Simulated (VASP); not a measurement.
HfN: single point with PBEsol

The system is HfN.

```
Hf N
1.0
     0.00000    2.25078    2.25078
     2.25078    0.00000    2.25078
     2.25078    2.25078    0.00000
Hf N
1 1
Direct
  0.00000 0.00000 0.00000
  0.50000 0.50000 0.50000
```

```json
{
 "Program": "VASP 6.6.1",
 "Task": "single point",
 "Functional": "PBEsol",
 "Potentials or basis": "VASP PAW PBE potentials, release 64 (Hf_pv, N)",
 "Cutoff": "520 eV",
 "k mesh": "16 × 16 × 16",
 "Occupations": "gaussian, width 0.1 eV",
 "Spin": "no spin polarisation",
 "Dipole correction": "no",
 "Further INCAR settings": "ALGO = Normal; EDIFF = 1e-06; NBANDS = 14"
}
```

- Pressure: -2.2 GPa

Levels at points of the mesh, in eV from the Fermi level:
| k point | band 4 | band 5 | band 6 | band 7 | band 8 | band 9 | band 10 | band 11 | band 12 | band 13 |
| --- | --- | --- | --- | --- | --- | --- | --- | --- | --- | --- |
| (0.00, 0.00, 0.00) | -17.49 | -2.99 | -2.99 | -2.99 | -0.37 | -0.37 | -0.37 | 1.93 | 1.98 | 1.98 |
| (0.50, 0.00, 0.00) | -14.65 | -8.96 | -6.22 | -6.22 | 3.35 | 3.78 | 3.78 | 4.47 | 9.01 | 9.01 |
| (0.50, 0.50, 0.00) | -16.38 | -5.38 | -3.88 | -3.65 | -3.65 | 4.16 | 5.64 | 5.64 | 5.75 | 8.09 |

It took 40 s on 1 thread of Intel(R) Xeon(R) Platinum 8259CL CPU @ 2.50GHz (Skylake/Cascade Lake), with other jobs on the host, peak memory 0.17 GiB.

Caveat: the PAW data sets were made with another functional, which shifts forces and pressure a little; spin-orbit coupling is left out, which moves the levels of the heavy elements.
